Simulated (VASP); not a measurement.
The system is Ir3Pt5.

```
Pt Ir
1.0
     0.00000    3.88625    3.88625
     3.88625    0.00000    3.88625
     3.88625    3.88625    0.00000
Pt Ir
5 3
Direct
  0.00000 0.00000 0.00000
  0.00000 0.00000 0.50000
  0.00000 0.50000 0.00000
  0.50000 0.00000 0.00000
  0.50000 0.50000 0.50000
  0.00000 0.50000 0.50000
  0.50000 0.00000 0.50000
  0.50000 0.50000 0.00000
```

- Program: VASP 6.6.1
- Task: relaxation of volume and atoms at fixed shape
- Functional: LDA
- Potentials or basis: VASP PAW LDA potentials, release 64 (Pt, Ir)
- Cutoff: 500 eV
- k mesh: 5 × 5 × 5
- Occupations: methfessel-paxton, width 0.1 eV
- Spin: no spin polarisation

At the start: pressure -4.8 GPa; volume 14.67 Å³/atom.

Q: How do energy, volume and symmetry change on relaxing?

A: Over 3 steps the energy falls by 3.2 meV/atom and the volume is 14.47 Å³/atom (-1.4 %); space group R-3m (No. 166, to 0.1 Å) before and after.

Step by step:
| step | energy change (eV) | largest force (eV/Å) | pressure (GPa) | volume (Å³) |
| --- | --- | --- | --- | --- |
| 1 | 0.0000 | 0.0000 | -4.82 | 117.39 |
| 2 | 0.2988 | 0.0000 | 19.45 | 110.05 |
| 3 | -0.0260 | 0.0000 | -0.11 | 115.72 |

Final structure:
```
CELL_PARAMETERS angstrom
0.00000 3.86778 3.86778
3.86778 0.00000 3.86778
3.86778 3.86778 0.00000
ATOMIC_POSITIONS crystal
Pt 0.00000 0.00000 0.00000
Pt 0.00000 0.00000 0.50000
Pt 0.00000 0.50000 0.00000
Pt 0.50000 0.00000 0.00000
Pt 0.50000 0.50000 0.50000
Ir 0.00000 0.50000 0.50000
Ir 0.50000 0.00000 0.50000
Ir 0.50000 0.50000 0.00000
```
